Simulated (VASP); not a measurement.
# SiC2 (P-6m2) in VASP: a series of runs, part 2 of 2

VASP 6.6.1. The steps go on from the part before.

## (3) Single point, PBE

This run uses another cell than the first one, of 13.61 Å³/atom.

The input, INCAR:

```
PREC     = Accurate       # precision mode
ENCUT    = 520            # plane-wave cutoff, eV
EDIFF    = 1E-6           # SCF threshold, eV
ISMEAR   = 0              # smearing method
SIGMA    = 0.1            # smearing width, eV
LREAL    = False          # projectors in reciprocal space
LASPH    = True           # aspherical terms in the spheres
NELM     = 80             # most SCF steps
ALGO     = Normal         # electronic algorithm
ISIF     = 2              # what is computed and relaxed
LWAVE    = False          # write WAVECAR
LCHARG   = True           # write CHGCAR
GGA      = PE             # functional
LELF     = True           # ELF
LVHAR    = True         
NBANDS   = 21             # bands
```

The input, KPOINTS:

```
regular mesh
0
Gamma
  6 6 2
```

The input, POSCAR:

```
SiC2
1.0
    2.7134615600      0.0000000000      0.0000000000
   -1.3567307800      2.3499266400      0.0000000000
    0.0000000000      0.0000000000     12.8047316700
Si C
2 4
Direct
    0.6666666700      0.3333333300      0.3333333300
    0.6666666700      0.3333333300      0.6666666700
    0.3333333300      0.6666666700      0.8333333300
    0.3333333300      0.6666666700      0.1666666700
    0.3333333300      0.6666666700      0.5000000000
    0.6666666700      0.3333333300      0.0000000000
```

Potentials or basis: VASP PAW PBE potentials, release 64 (Si, C).

Launch:

```bash
$ cat potpaw_PBE.64/Si/POTCAR potpaw_PBE.64/C/POTCAR > POTCAR
$ mpirun -np 1 vasp_std > vasp.out
```

OUTCAR:

```text
PREC = Accurate
   ENCUT = 520
   EDIFF = 1E-6
   ISMEAR = 0
   LREAL = False
   LASPH = True
   NELM = 80
   ISIF = 2
   GGA = PE

 ion  position               nearest neighbor table
   1  0.667  0.333  0.333-
   2  0.667  0.333  0.667-
   3  0.333  0.667  0.833-
   4  0.333  0.667  0.167-
   5  0.333  0.667  0.500-
   6  0.667  0.333  0.000-

  LATTYP: Found a hexagonal cell.
 ALAT       =     2.7134615600
 C/A-ratio  =     4.7189655674

  Lattice vectors:

 A1 = (   2.7134615600,   0.0000000000,   0.0000000000)
 A2 = (  -1.3567307800,   2.3499266400,   0.0000000000)
 A3 = (   0.0000000000,   0.0000000000,  12.8047316700)

Analysis of symmetry for initial positions (statically):
=====================================================================
 Subroutine PRICEL returns:
 Original cell was already a primitive cell.

 Routine SETGRP: Setting up the symmetry group for a
 hexagonal supercell.

 Subroutine GETGRP returns: Found 12 space group operations
 (whereof 12 operations were pure point group operations)
 out of a pool of 24 trial point group operations.

The static configuration has the point symmetry D_3h.

Analysis of symmetry for dynamics (positions and initial velocities):
=====================================================================
 Subroutine PRICEL returns:
 Original cell was already a primitive cell.

 Routine SETGRP: Setting up the symmetry group for a
 hexagonal supercell.

 Subroutine GETGRP returns: Found 12 space group operations
 (whereof 12 operations were pure point group operations)
 out of a pool of 24 trial point group operations.

The dynamic configuration has the point symmetry D_3h.

 Subroutine INISYM returns: Found 12 space group operations
 (whereof 12 operations are pure point group operations),
 and found     1 'primitive' translations

----------------------------------------------------------------------------------------

                                     Primitive cell

  volume of cell :      81.6485

  direct lattice vectors                    reciprocal lattice vectors
     2.713461560  0.000000000  0.000000000     0.368532952  0.212772600  0.000000000
    -1.356730780  2.349926640  0.000000000     0.000000000  0.425545199  0.000000000
     0.000000000  0.000000000 12.804731670     0.000000000  0.000000000  0.078096131

  length of vectors
     2.713461560  2.713461557 12.804731670     0.425545199  0.425545199  0.078096131

  position of ions in fractional coordinates (direct lattice)
     0.666666670  0.333333330  0.333333330
     0.666666670  0.333333330  0.666666670
     0.333333330  0.666666670  0.833333330
     0.333333330  0.666666670  0.166666670
     0.333333330  0.666666670  0.500000000
     0.666666670  0.333333330  0.000000000

  ion indices of the primitive-cell ions
   primitive index   ion index
                 1           1
                 2           2
[... 28 lines left out ...]

 Found     14 irreducible k-points:

 Following reciprocal coordinates:
            Coordinates               Weight
  0.000000  0.000000  0.000000      1.000000
  0.166667 -0.000000  0.000000      6.000000
  0.333333 -0.000000  0.000000      6.000000
  0.500000  0.000000  0.000000      3.000000
  0.166667  0.166667  0.000000      6.000000
  0.333333  0.166667  0.000000     12.000000
  0.333333  0.333333  0.000000      2.000000
  0.000000  0.000000  0.500000      1.000000
  0.166667 -0.000000  0.500000      6.000000
  0.333333 -0.000000  0.500000      6.000000
  0.500000  0.000000  0.500000      3.000000
  0.166667  0.166667  0.500000      6.000000
  0.333333  0.166667  0.500000     12.000000
  0.333333  0.333333  0.500000      2.000000
   k-points           NKPTS =     14   k-points in BZ     NKDIM =     14   number of bands    NBANDS=     21
   number of dos      NEDOS =    301   number of ions     NIONS =      6
   total plane-waves  NPLWV =  38400
   dimension x,y,z NGX =    20 NGY =   20 NGZ =   96
   dimension x,y,z NGXF=    40 NGYF=   40 NGZF=  192
   ions per type =               2   4
   NGX,Y,Z   is equivalent  to a cutoff of  12.25, 12.25, 12.46 a.u.
   NGXF,Y,Z  is equivalent  to a cutoff of  24.51, 24.51, 24.93 a.u.
 SYSTEM =  unknown system
   PREC   = accura    normal or accurate (medium, high low for compatibility)
   ISTART =      0    job   : 0-new  1-cont  2-samecut
   ICHARG =      2    charge: 1-file 2-atom 10-const
   ISPIN  =      1    spin polarized calculation?
   LNONCOLLINEAR =      F non collinear calculations
   LSORBIT =      F    spin-orbit coupling
   LASPH  =      T    aspherical Exc in radial PAW
   ENCUT  =  520.0 eV  38.22 Ry    6.18 a.u.   5.05  5.05 23.81*2*pi/ulx,y,z
   NELM   =     80;   NELMIN=  2; NELMDL= -5     # of ELM steps
   EDIFF  = 0.1E-05   stopping-criterion for ELM
   LREAL  =      F    real-space projection
   EDIFFG = 0.1E-04   stopping-criterion for IOM
   NSW    =      0    number of steps for IOM
   IBRION =     -1    ionic relax: 0-MD 1-quasi-New 2-CG
   NFREE  =      0    steps in history (QN), initial steepest desc. (CG)
   ISIF   =      2    stress and relaxation
   ISYM   =      2    0-nonsym 1-usesym 2-fastsym
   POTIM  = 0.5000    time-step for ionic-motion
   TEBEG  =    0.0;   TEEND  =   0.0 temperature during run
   PSTRESS=    0.0 pullay stress
   NELECT =      24.0000    total number of electrons
   NUPDOWN=      -1.0000    fix difference up-down
   EMIN   =  10.00;   EMAX   =-10.00  energy-range for DOS
   EFERMI =   0.00;   METHOD = LEGACY
   ISMEAR =     0;   SIGMA  =   0.10  broadening in eV -4-tet -1-fermi 0-gaus
   EFERMI_NEDOS =   21; number of points for ismear=-14 and -15
   IALGO  =     38    algorithm
   IMIX   =      4    mixing-type and parameters
     AMIX     =   0.40;   BMIX     =  1.00
     AMIX_MAG =   1.60;   BMIX_MAG =  1.00
  volume/ion in A,a.u.               =      13.61        91.83
  Fermi-wavevector in a.u.,A,eV,Ry     =   1.088502  2.056970 16.120670  1.184836
  Thomas-Fermi vector in A             =   2.224685
   LORBIT       =      0    0 simple, 1 ext, 2 COOP (PROOUT), +10 PAW based schemes
   GGA     = PE    functional components
   LHFCALC =     F    Hartree Fock is set to
   AEXX    =    0.0000 exact exchange contribution
   IVDW    =     0    specifies the selected vdW correction
   LEPSILON=     F    determine dielectric tensor
   LRPA    =     F    only Hartree local field effects (RPA)
 non-spin polarized calculation
 Gauss-broadening in eV      SIGMA  =   0.10
  energy-cutoff  :      520.00
  volume of cell :       81.65
 maximum number of plane-waves:      2235
   NGX = 11   NGY = 11   NGZ = 47

 number of electron      24.0000000 magnetization

 Free energy of the ion-electron system (eV)
  ---------------------------------------------------
  ext. energy  EPLUGINS =         0.00000000
  ---------------------------------------------------
  free energy    TOTEN  =       -26.25421875 eV

  energy without entropy =      -26.21312249  energy(sigma->0) =      -26.23367062

 E-fermi :   4.4773     XC(G=0): -10.4262

 val. band max:        4.4637367345   @ k =   0.3333   0.1667   0.5000
 cond. band min:       4.4775215588   @ k =   0.1667   0.1667   0.5000
 fundamental gap:      0.0137848243
 Fermi energy:         4.4772782395

 k-point     1 :       0.0000    0.0000    0.0000
  band No.  band energies     occupation
      1      -8.9653      2.00000
      2      -8.2207      2.00000
      3      -7.7254      2.00000
      4      -5.8789      2.00000
      5      -5.5432      2.00000
      6      -3.0589      2.00000
[... 325 lines left out ...]
     20       6.2754      0.00000
     21       6.8358      0.00000

------------------------ aborting loop because EDIFF is reached ----------------------------------------

  FORCE on cell =-STRESS in cart. coord.  units (eV):
  Direction    XX          YY          ZZ          XY          YZ          ZX
  --------------------------------------------------------------------------------------
  -------------------------------------------------------------------------------------
  Total       -9.4720153     -9.4720153    -16.2781296      0.0000000     -0.0000000      0.0000000
  in kB     -185.8679519   -185.8679514   -319.4233234      0.0000000     -0.0000000      0.0000000
  external PRESSURE =    -230.3864089 kB  Pullay stress =       0.0000000 kB

 VOLUME and BASIS-vectors are now :
 -----------------------------------------------------------------------------
  energy-cutoff  :      520.00
  volume of cell :       81.65
      direct lattice vectors                 reciprocal lattice vectors
     2.713461560  0.000000000  0.000000000     0.368532952  0.212772600  0.000000000
    -1.356730780  2.349926640  0.000000000     0.000000000  0.425545199  0.000000000
     0.000000000  0.000000000 12.804731670     0.000000000  0.000000000  0.078096131

 POSITION                                       TOTAL-FORCE (eV/Angst)
 -----------------------------------------------------------------------------------
      1.35673      0.78331      4.26824        -0.000000     -0.000000      0.154244
      1.35673      0.78331      8.53649        -0.000000     -0.000000     -0.154244
     -0.00000      1.56662     10.67061         0.000000     -0.000000      0.076636
     -0.00000      1.56662      2.13412         0.000000      0.000000     -0.076636
     -0.00000      1.56662      6.40237        -0.000000     -0.000000     -0.000000
      1.35673      0.78331      0.00000        -0.000000     -0.000000     -0.000000
 -----------------------------------------------------------------------------------
    total drift:                                0.000007     -0.000004     -0.000000

  FREE ENERGIE OF THE ION-ELECTRON SYSTEM (eV)
  ---------------------------------------------------
  free  energy   TOTEN  =       -26.2542187468 eV

  energy  without entropy=      -26.2131224947  energy(sigma->0) =      -26.23367062
```

Wall time 20 s (1 thread of Intel Xeon 8259CL, shared host); peak memory 0.18 GiB.

What came out:

| Property | Result |
| --- | --- |
| Free energy | -26.2542 eV |
| Pressure | -23.0 GPa |
| Largest force | 0.154 eV/Å |
| Band gap on the k mesh | zero (bands 12 and 13 overlap by 4.96 eV) |

Forces in eV/Å, atoms in the order of the input:
```
Si   0.000  0.000  0.154
Si   0.000  0.000 -0.154
C    0.000  0.000  0.077
C    0.000  0.000 -0.077
C    0.000  0.000  0.000
C    0.000  0.000  0.000
```

Levels at points of the mesh, in eV from the Fermi level:
```
           k point  band 8  band 9  band 10  band 11  band 12  band 13  band 14  band 15
(0.00, 0.00, 0.00)   -1.16   -1.08     2.98     3.22     3.22     3.44     3.44     3.51
(0.50, 0.00, 0.00)   -4.19   -3.51    -2.83    -2.18    -0.92    -0.81     1.45     1.46
(0.00, 0.00, 0.50)   -3.15    0.95     1.67     3.22     3.22     3.42     3.42     3.53
(0.50, 0.00, 0.50)   -4.01   -3.53    -3.12    -1.91    -1.49     0.07     0.62     1.48
```

Caveat: the k points lie up to 0.45 Å⁻¹ apart, too coarse for converged energies and pressures of a metal.

## (4) Single point, PBE, collinear spin

The input, INCAR:

```
PREC = Accurate
ENCUT = 520
EDIFF = 1E-6
ISMEAR = 0
SIGMA = 0.1
LREAL = F
LASPH = T
NELM = 150
ALGO = Normal
ISIF = 2
LWAVE = F
LCHARG = T
ISPIN = 2
MAGMOM = 0 0 1 1 1 1
LORBIT = 11
GGA = PE
LELF = T
LVHAR = T
NBANDS = 25
```

KPOINTS is that of step 3.

The input, POSCAR:

```
SiC2
1.0
    2.7065502156      0.0000000000      0.0000000000
   -1.3532751078      2.3439412433      0.0000000000
    0.0000000000      0.0000000000      7.8136093565
Si C
2 4
Direct
    0.6666666667      0.3333333333      0.3415923658
    0.6666666667      0.3333333333      0.6584076342
    0.3333333333      0.6666666667      0.8715046711
    0.3333333333      0.6666666667      0.1284953289
    0.3333333333      0.6666666667      0.5000000000
    0.6666666667      0.3333333333      0.0000000000
```

Launch:

```bash
$ cat potpaw_PBE.64/Si/POTCAR potpaw_PBE.64/C/POTCAR > POTCAR
$ mpirun -np 1 vasp_std > vasp.out
```

Wall time 23 s (1 thread of Intel Xeon 8259CL, shared host); peak memory 0.18 GiB.

Results (log left out):

| Property | Result |
| --- | --- |
| Free energy | -36.3017 eV |
| Pressure | -0.1 GPa |
| Largest force | 0.005 eV/Å |
| Band gap on the k mesh | zero (filled and empty bands overlap) |
| Net moment | 0.00 μB per cell |
| Valence electrons inside the program's atomic spheres | Si 1.56; C 2.20, 2.53, 2.18 (each value once) |

Forces in eV/Å, atoms in the order of the input:
```
Si   0.000  0.000  0.005
Si   0.000  0.000 -0.005
C    0.000  0.000 -0.005
C    0.000  0.000  0.005
C    0.000  0.000  0.000
C    0.000  0.000  0.000
```

Levels at points of the mesh, in eV from the Fermi level:
Spin up:
| k point | band 10 | band 11 | band 12 | band 13 | band 14 | band 15 |
| --- | --- | --- | --- | --- | --- | --- |
| (0.00, 0.00, 0.00) | 0.13 | 1.47 | 2.18 | 2.18 | 3.43 | 4.18 |
| (0.50, 0.00, 0.00) | -2.85 | -2.49 | -2.25 | 0.18 | 1.70 | 2.49 |
| (0.00, 0.00, 0.50) | 0.07 | 2.30 | 2.30 | 3.08 | 3.81 | 4.12 |
| (0.50, 0.00, 0.50) | -3.03 | -2.60 | -0.41 | 0.45 | 0.86 | 1.91 |
Spin down:
| k point | band 9 | band 10 | band 11 | band 12 | band 13 | band 14 | band 15 | band 16 |
| --- | --- | --- | --- | --- | --- | --- | --- | --- |
| (0.00, 0.00, 0.00) | 0.13 | 0.13 | 1.47 | 2.18 | 2.18 | 3.43 | 4.18 | 4.18 |
| (0.50, 0.00, 0.00) | -4.63 | -2.85 | -2.49 | -2.25 | 0.18 | 1.70 | 2.49 | 3.24 |
| (0.00, 0.00, 0.50) | 0.07 | 0.07 | 2.30 | 2.30 | 3.08 | 3.81 | 4.12 | 4.12 |
| (0.50, 0.00, 0.50) | -4.61 | -3.03 | -2.60 | -0.41 | 0.45 | 0.86 | 1.91 | 3.47 |

Caveat: the k points lie up to 0.45 Å⁻¹ apart, too coarse for converged energies and pressures of a metal.

## (5) Overview

```csv
spin,cell,gap on the mesh (eV),pressure (GPa),largest force (eV/Å)
off,"a = 2.707, b = 2.707, c = 7.814 Å, angles 90.0, 90.0, 120.0°, 6 atoms, atomic positions A",none,-0.1,0.01
off,"a = 2.713, b = 2.713, c = 12.805 Å, angles 90.0, 90.0, 120.0°, 6 atoms, atomic positions B",none,-23.0,0.15
collinear,"a = 2.707, b = 2.707, c = 7.814 Å, angles 90.0, 90.0, 120.0°, 6 atoms, atomic positions A",none,-0.1,0.01
```

Alike in all rows: task single point; level PBE; potentials or basis VASP PAW PBE potentials, release 64 (Si, C); k mesh 6 × 6 × 2; cutoff (eV) 520; smearing gaussian 0.1 eV.

Caveats: all runs use coarse meshes.

Total energies depend on the potentials used, so only differences within one code and one set of settings carry meaning.

The gap in the log of VASP goes by the Fermi energy; the results here count the filled bands.